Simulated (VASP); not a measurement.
Runs of VASP 6.6.1 on TaPbO4. The structure is that of space group F-43m (No. 216), or close to it. The cells are those of the table. 

```csv
task,spin,cell,k mesh,gap on the mesh (eV),pressure (GPa),moment (μB),largest force (eV/Å)
single point,"collinear, ferromagnetic start","a = 4.647 Å, angles 60.0°, 6 atoms",4 × 4 × 4,none,(a),0.09,(b)
single point,"collinear, ferromagnetic start","a = 5.004 Å, angles 60.0°, 6 atoms",4 × 4 × 4,none,-20.3,0.00,0.26
single point,off,"a = 5.004 Å, angles 60.0°, 6 atoms",4 × 4 × 4,none,-20.3,-,0.26
relaxation of cell and atoms,"collinear, ferromagnetic start","relaxed from a = 5.004 Å, angles 60.0°, 6 atoms",4 × 4 × 4,none,0.4,0.00,-
single point,"collinear, ferrimagnetic start","a = 4.650 Å, angles 60.0°, 6 atoms",10 × 10 × 10,none,-0.1,2.50,-
```

Alike in all rows: level PBE; potentials or basis VASP PAW PBE potentials, release 64 (Ta_pv, Pb_d, O); cutoff (eV) 600; smearing gaussian 0.1 eV.

Problem. Estimate the missing entries.

Solution. (a) -1.8; (b) 0.09.

Caveats: some runs use coarse meshes; spin-orbit coupling is left out, which moves the levels of the heavy elements; an odd number of electrons without spin polarisation forces a metal (some runs); a magnetic or distorted state may lie lower (some runs).

A k mesh can miss the band edges, and the runs leave out spin-orbit coupling on Pb, Ta.

A gap of «none» marks levels without a gap at the run's occupations.
